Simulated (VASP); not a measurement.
# Ti2Si4Pd (P4/mmm) in VASP: density of states with PBE

Aim: the density of states of Ti2Si4Pd with PBE.

Program: VASP 6.6.1. These are calculated values, not measurements. Logs are shortened: lines on timing, memory, paths and dates and some standing lists are left out, and cuts for length are marked.

## (1) The cell of the first run

It takes space group P4/mmm (No. 123, tetragonal). Conventional cell: a = 5.822 Å, b = 5.822 Å, c = 3.386 Å, α = 90.00°, β = 90.00°, γ = 90.00°. Within 2.5 Å of Pd (site symmetry 4/mmm) lie 4 Si at 1.89 Å. Within 2.5 Å of Si (site symmetry m2m) lie 1 Pd at 1.89 Å. Ti (site symmetry mmm) has 8 Si at 2.67 Å and 4 Pd at 3.37 Å and 2 Ti at 3.39 Å within 3.5 Å.

## (2) Density of states, PBE

Input file POSCAR:

```
Ti2Si4Pd
1.0
    5.8218930000      0.0000000000      0.0000000000
    0.0000000000      5.8218930000      0.0000000000
    0.0000000000      0.0000000000      3.3857820000
Pd Si Ti
1 4 2
Direct
    0.0000000000      0.0000000000      0.0000000000
    0.2300000000      0.2300000000      0.0000000000
    0.7700000000      0.2300000000      0.0000000000
    0.7700000000      0.7700000000      0.0000000000
    0.2300000000      0.7700000000      0.0000000000
    0.5000000000      0.0000000000      0.5000000000
    0.0000000000      0.5000000000      0.5000000000
```

Input file INCAR.step1:

```
SYSTEM = Ti2Si4Pd
  PREC = Accurate
  ENCUT = 520
  EDIFF = 1E-6
  ISMEAR = -1
  SIGMA = 0.0127
  LREAL = .FALSE.
  LASPH = .TRUE.
  NELM = 100
  ALGO = Normal
  ISIF = 2
  LWAVE = .FALSE.
  LCHARG = .TRUE.
  LMAXMIX = 4
  GGA = PE
  NBANDS = 34
```

Input file KPOINTS.step1:

```
Automatic mesh
0
G
  6 6 10
  0 0 0
```

Input file INCAR.step2:

```
SYSTEM = Ti2Si4Pd
  PREC = Accurate
  ENCUT = 520
  EDIFF = 1E-6
  ISMEAR = -5
  SIGMA = 0.0127
  LREAL = .FALSE.
  LASPH = .TRUE.
  NELM = 100
  ALGO = Normal
  ISIF = 2
  LWAVE = .FALSE.
  LCHARG = .FALSE.
  LMAXMIX = 4
  GGA = PE
  LORBIT = 11
  NEDOS = 2001
  ICHARG = 11
```

Input file KPOINTS.step2:

```
Automatic mesh
0
G
  9 9 15
  0 0 0
```

Potentials or basis: VASP PAW PBE potentials, release 64 (Pd, Si, Ti_sv).

Run with:

```console
cat potpaw_PBE.64/Pd/POTCAR potpaw_PBE.64/Si/POTCAR potpaw_PBE.64/Ti_sv/POTCAR > POTCAR
cp INCAR.step1 INCAR
cp KPOINTS.step1 KPOINTS
mpirun -np 1 vasp_std > vasp.out
cp INCAR.step2 INCAR
cp KPOINTS.step2 KPOINTS
mpirun -np 1 vasp_std > vasp.out
```

OUTCAR:

```text
SYSTEM = Ti2Si4Pd
   PREC = Accurate
   ENCUT = 520
   EDIFF = 1E-6
   ISMEAR = -5
   LREAL = .FALSE.
   LASPH = .TRUE.
   NELM = 100
   ISIF = 2
   GGA = PE
   LORBIT = 11
   ICHARG = 11

 ion  position               nearest neighbor table
   1  0.000  0.000  0.000-   2 1.89   3 1.89   4 1.89   5 1.89
   2  0.230  0.230  0.000-   1 1.89   6 2.67   7 2.67   6 2.67   7 2.67   3 2.68   5 2.68   5 3.14
                             3 3.14
   3  0.770  0.230  0.000-   1 1.89   6 2.67   7 2.67   6 2.67   7 2.67   2 2.68   4 2.68   4 3.14
                             2 3.14
   4  0.770  0.770  0.000-   1 1.89   6 2.67   7 2.67   6 2.67   7 2.67   3 2.68   5 2.68   3 3.14
                             5 3.14
   5  0.230  0.770  0.000-   1 1.89   6 2.67   7 2.67   6 2.67   7 2.67   2 2.68   4 2.68   4 3.14
                             2 3.14
   6  0.500  0.000  0.500-   2 2.67   3 2.67   4 2.67   5 2.67   2 2.67   3 2.67   4 2.67   5 2.67

   7  0.000  0.500  0.500-   2 2.67   3 2.67   4 2.67   5 2.67   2 2.67   3 2.67   4 2.67   5 2.67

  LATTYP: Found a simple tetragonal cell.
 ALAT       =     5.8218930000
 C/A-ratio  =     0.5815603275

  Lattice vectors:

 A1 = (   5.8218930000,   0.0000000000,   0.0000000000)
 A2 = (   0.0000000000,   5.8218930000,   0.0000000000)
 A3 = (   0.0000000000,   0.0000000000,   3.3857820000)

Analysis of symmetry for initial positions (statically):
=====================================================================
 Subroutine PRICEL returns:
 Original cell was already a primitive cell.

 Routine SETGRP: Setting up the symmetry group for a
 simple tetragonal supercell.

 Subroutine GETGRP returns: Found 16 space group operations
 (whereof 16 operations were pure point group operations)
 out of a pool of 16 trial point group operations.

The static configuration has the point symmetry D_4h.

Analysis of symmetry for dynamics (positions and initial velocities):
=====================================================================
 Subroutine PRICEL returns:
 Original cell was already a primitive cell.

 Routine SETGRP: Setting up the symmetry group for a
 simple tetragonal supercell.

 Subroutine GETGRP returns: Found 16 space group operations
 (whereof 16 operations were pure point group operations)
 out of a pool of 16 trial point group operations.

The dynamic configuration has the point symmetry D_4h.

 Subroutine INISYM returns: Found 16 space group operations
 (whereof 16 operations are pure point group operations),
 and found     1 'primitive' translations

----------------------------------------------------------------------------------------

                                     Primitive cell

  volume of cell :     114.7592

  direct lattice vectors                    reciprocal lattice vectors
     5.821893000  0.000000000  0.000000000     0.171765438  0.000000000  0.000000000
     0.000000000  5.821893000  0.000000000     0.000000000  0.171765438  0.000000000
     0.000000000  0.000000000  3.385782000     0.000000000  0.000000000  0.295352743

  length of vectors
     5.821893000  5.821893000  3.385782000     0.171765438  0.171765438  0.295352743

  position of ions in fractional coordinates (direct lattice)
     0.000000000  0.000000000  0.000000000
     0.230000000  0.230000000  0.000000000
     0.770000000  0.230000000  0.000000000
     0.770000000  0.770000000  0.000000000
     0.230000000  0.770000000  0.000000000
     0.500000000  0.000000000  0.500000000
     0.000000000  0.500000000  0.500000000

  ion indices of the primitive-cell ions
   primitive index   ion index
                 1           1
                 2           2
                 3           3
                 4           4
                 5           5
                 6           6
                 7           7

----------------------------------------------------------------------------------------

 KPOINTS: Automatic mesh

Automatic generation of k-mesh.
 Grid dimensions read from file:
 generate k-points for:    9    9   15

 Generating k-lattice:

  Cartesian coordinates                     Fractional coordinates (reciprocal lattice)
     0.019085049  0.000000000  0.000000000     0.111111111  0.000000000  0.000000000
     0.000000000  0.019085049  0.000000000     0.000000000  0.111111111  0.000000000
     0.000000000  0.000000000  0.019690183     0.000000000  0.000000000  0.066666667

  Length of vectors
     0.019085049  0.019085049  0.019690183

  Shift w.r.t. Gamma in fractional coordinates (k-lattice)
     0.000000000  0.000000000  0.000000000

 TETIRR: Found   1798 inequivalent tetrahedra from     7290

 Subroutine IBZKPT returns following result:
 ===========================================

 Found    120 irreducible k-points:

 Following reciprocal coordinates:
            Coordinates               Weight
  0.000000  0.000000  0.000000      1.000000
  0.111111  0.000000  0.000000      4.000000
  0.222222  0.000000  0.000000      4.000000
  0.333333  0.000000  0.000000      4.000000
  0.444444  0.000000  0.000000      4.000000
  0.111111  0.111111  0.000000      4.000000
[... 16 lines left out ...]
  0.333333  0.111111  0.066667     16.000000
  0.444444  0.111111  0.066667     16.000000
 [... further k-points ...]
   k-points           NKPTS =    120   k-points in BZ     NKDIM =    120   number of bands    NBANDS=     30
   number of dos      NEDOS =   2001   number of ions     NIONS =      7
   total plane-waves  NPLWV =  64512
   dimension x,y,z NGX =    48 NGY =   48 NGZ =   28
   dimension x,y,z NGXF=    96 NGYF=   96 NGZF=   56
   ions per type =               1   4   2
   NGX,Y,Z   is equivalent  to a cutoff of  13.71, 13.71, 13.75 a.u.
   NGXF,Y,Z  is equivalent  to a cutoff of  27.41, 27.41, 27.50 a.u.
 SYSTEM =  Ti2Si4Pd
   PREC   = accura    normal or accurate (medium, high low for compatibility)
   ISTART =      0    job   : 0-new  1-cont  2-samecut
   ICHARG =     11    charge: 1-file 2-atom 10-const
   ISPIN  =      1    spin polarized calculation?
   LNONCOLLINEAR =      F non collinear calculations
   LSORBIT =      F    spin-orbit coupling
   LASPH  =      T    aspherical Exc in radial PAW
   ENCUT  =  520.0 eV  38.22 Ry    6.18 a.u.  10.82 10.82  6.30*2*pi/ulx,y,z
   NELM   =    100;   NELMIN=  2; NELMDL=  0     # of ELM steps
   EDIFF  = 0.1E-05   stopping-criterion for ELM
   LREAL  =      F    real-space projection
   EDIFFG = 0.1E-04   stopping-criterion for IOM
   NSW    =      0    number of steps for IOM
   IBRION =     -1    ionic relax: 0-MD 1-quasi-New 2-CG
   NFREE  =      0    steps in history (QN), initial steepest desc. (CG)
   ISIF   =      2    stress and relaxation
   ISYM   =      2    0-nonsym 1-usesym 2-fastsym
   POTIM  = 0.5000    time-step for ionic-motion
   TEBEG  =    0.0;   TEEND  =   0.0 temperature during run
   PSTRESS=    0.0 pullay stress
   NELECT =      50.0000    total number of electrons
   NUPDOWN=      -1.0000    fix difference up-down
   EMIN   =  10.00;   EMAX   =-10.00  energy-range for DOS
   EFERMI =   0.00;   METHOD = LEGACY
   ISMEAR =    -5;   SIGMA  =   0.01  broadening in eV -4-tet -1-fermi 0-gaus
   EFERMI_NEDOS =   21; number of points for ismear=-14 and -15
   IALGO  =     38    algorithm
   IMIX   =      4    mixing-type and parameters
     AMIX     =   0.40;   BMIX     =  1.00
     AMIX_MAG =   1.60;   BMIX_MAG =  1.00
  volume/ion in A,a.u.               =      16.39       110.63
  Fermi-wavevector in a.u.,A,eV,Ry     =   1.241087  2.345315 20.957025  1.540298
  Thomas-Fermi vector in A             =   2.375500
   LORBIT       =     11    0 simple, 1 ext, 2 COOP (PROOUT), +10 PAW based schemes
   GGA     = PE    functional components
   LHFCALC =     F    Hartree Fock is set to
   AEXX    =    0.0000 exact exchange contribution
   IVDW    =     0    specifies the selected vdW correction
   LEPSILON=     F    determine dielectric tensor
   LRPA    =     F    only Hartree local field effects (RPA)
 non-spin polarized calculation
 Fermi weights with tetrahedron method with Bloechl corrections
  energy-cutoff  :      520.00
  volume of cell :      114.76
 maximum number of plane-waves:      3133
 NGX is ok and might be reduce to    48

 number of electron      50.0000014 magnetization

 Free energy of the ion-electron system (eV)
  ---------------------------------------------------
  ext. energy  EPLUGINS =         0.00000000
  ---------------------------------------------------
  free energy    TOTEN  =       -33.23353221 eV

  energy without entropy =      -33.23353221  energy(sigma->0) =      -33.23353221

 E-fermi :   8.9187     XC(G=0): -10.9336

 val. band max:        8.9456933731   @ k =   0.2222   0.2222   0.1333
 cond. band min:       8.8848452185   @ k =   0.2222   0.1111   0.0000
 fundamental gap:     -0.0608481546
 Fermi energy:         8.9186879462

 k-point     1 :       0.0000    0.0000    0.0000
  band No.  band energies     occupation
      1     -48.2477      2.00000
      2     -48.2468      2.00000
      3     -24.6463      2.00000
      4     -24.6463      2.00000
      5     -24.5143      2.00000
      6     -24.5143      2.00000
[... 22 lines left out ...]
     29       9.5301      0.00000
     30       9.8899      0.00000

 k-point     2 :       0.1111    0.0000    0.0000
  band No.  band energies     occupation
      1     -48.2477      2.00000
      2     -48.2468      2.00000
      3     -24.6463      2.00000
      4     -24.6462      2.00000
      5     -24.5144      2.00000
      6     -24.5144      2.00000
[... 22 lines left out ...]
     29       9.6434      0.00000
     30       9.8537      0.00000

 k-point     3 :       0.2222    0.0000    0.0000
  band No.  band energies     occupation
      1     -48.2476      2.00000
      2     -48.2469      2.00000
      3     -24.6464      2.00000
      4     -24.6461      2.00000
      5     -24.5145      2.00000
      6     -24.5145      2.00000
[... 22 lines left out ...]
     29       9.7469      0.00000
     30      10.0928      0.00000

 k-point     4 :       0.3333    0.0000    0.0000
  band No.  band energies     occupation
      1     -48.2475      2.00000
      2     -48.2470      2.00000
      3     -24.6465      2.00000
      4     -24.6460      2.00000
      5     -24.5146      2.00000
      6     -24.5146      2.00000
[... 22 lines left out ...]
     29       9.5887      0.00000
     30      10.6133      0.00000

 k-point     5 :       0.4444    0.0000    0.0000
  band No.  band energies     occupation
      1     -48.2473      2.00000
      2     -48.2472      2.00000
      3     -24.6465      2.00000
      4     -24.6460      2.00000
      5     -24.5147      2.00000
      6     -24.5146      2.00000
[... 22 lines left out ...]
     29       9.4436      0.00000
     30      10.6775      0.00000
[... 526 lines left out ...]
     29       9.6602      0.00000
     30       9.8752      0.00000

 k-point    22 :       0.2222    0.1111    0.0667
  band No.  band energies     occupation
      1     -48.2473      2.00000
      2     -48.2466      2.00000
      3     -24.6474      2.00000
      4     -24.6441      2.00000
      5     -24.5155      2.00000
      6     -24.5126      2.00000
[... 22 lines left out ...]
     29       9.8162      0.00000
     30       9.9683      0.00000

 k-point    23 :       0.3333    0.1111    0.0667
  band No.  band energies     occupation
      1     -48.2472      2.00000
      2     -48.2467      2.00000
      3     -24.6480      2.00000
      4     -24.6435      2.00000
      5     -24.5161      2.00000
      6     -24.5122      2.00000
[... 22 lines left out ...]
     29       9.7611      0.00000
     30      10.2879      0.00000

 k-point    24 :       0.4444    0.1111    0.0667
  band No.  band energies     occupation
      1     -48.2470      2.00000
      2     -48.2469      2.00000
      3     -24.6483      2.00000
      4     -24.6432      2.00000
      5     -24.5164      2.00000
      6     -24.5120      2.00000
[... 22 lines left out ...]
     29       9.7164      0.00000
     30      10.4326      0.00000

 [... further k-points ...]
[... 5 lines left out ...]
  --------------------------------------------------------------------------------------
  -------------------------------------------------------------------------------------
  Total       42.7725675     42.7725675     -0.1581336      0.0000000      0.0000000     -0.0000000
  in kB      597.1569239    597.1569239     -2.2077372      0.0000000      0.0000000     -0.0000000
  external PRESSURE =     397.3687035 kB  Pullay stress =       0.0000000 kB

 VOLUME and BASIS-vectors are now :
 -----------------------------------------------------------------------------
  energy-cutoff  :      520.00
  volume of cell :      114.76
      direct lattice vectors                 reciprocal lattice vectors
     5.821893000  0.000000000  0.000000000     0.171765438  0.000000000  0.000000000
     0.000000000  5.821893000  0.000000000     0.000000000  0.171765438  0.000000000
     0.000000000  0.000000000  3.385782000     0.000000000  0.000000000  0.295352743

 POSITION                                       TOTAL-FORCE (eV/Angst)
 -----------------------------------------------------------------------------------
      0.00000      0.00000      0.00000         0.000000      0.000000     -0.000000
      1.33904      1.33904      0.00000         9.784985      9.784985     -0.000000
      4.48286      1.33904      0.00000        -9.784985      9.784985      0.000000
      4.48286      4.48286      0.00000        -9.784985     -9.784985     -0.000000
      1.33904      4.48286      0.00000         9.784985     -9.784985     -0.000000
      2.91095      0.00000      1.69289         0.000000      0.000000     -0.000000
      0.00000      2.91095      1.69289         0.000000      0.000000     -0.000000
 -----------------------------------------------------------------------------------
    total drift:                               -0.000000      0.000000     -0.000000

  FREE ENERGIE OF THE ION-ELECTRON SYSTEM (eV)
  ---------------------------------------------------
  free  energy   TOTEN  =       -33.2335322135 eV

  energy  without entropy=      -33.2335322135  energy(sigma->0) =      -33.23353221

 total charge

# of ion       s       p       d       tot
------------------------------------------
    1        0.982   1.231   9.403  11.616
    2        0.821   0.939   0.000   1.760
    3        0.821   0.939   0.000   1.760
    4        0.821   0.939   0.000   1.760
    5        0.821   0.939   0.000   1.760
    6        2.154   6.100   2.007  10.261
    7        2.154   6.100   2.007  10.261
--------------------------------------------------
tot          8.573  17.189  13.417  39.178
```

Run time: 8.4 min. Hardware: 1 thread of Oxide Virtual Turin-like, shared host; peak memory 0.49 GiB.

Results:

| Property | Result |
| --- | --- |
| Valence electrons inside the program's atomic spheres | Pd 11.62; Si 1.76; Ti 10.26 |

Levels at points of the mesh, in eV from the Fermi level:
```tsv
k point	band 23	band 24	band 25	band 26	band 27	band 28
(0.00, 0.00, 0.00)	-0.28	-0.28	-0.21	0.11	0.53	0.53
```

Caveat: tetrahedron occupations give inexact forces and stress in metals.
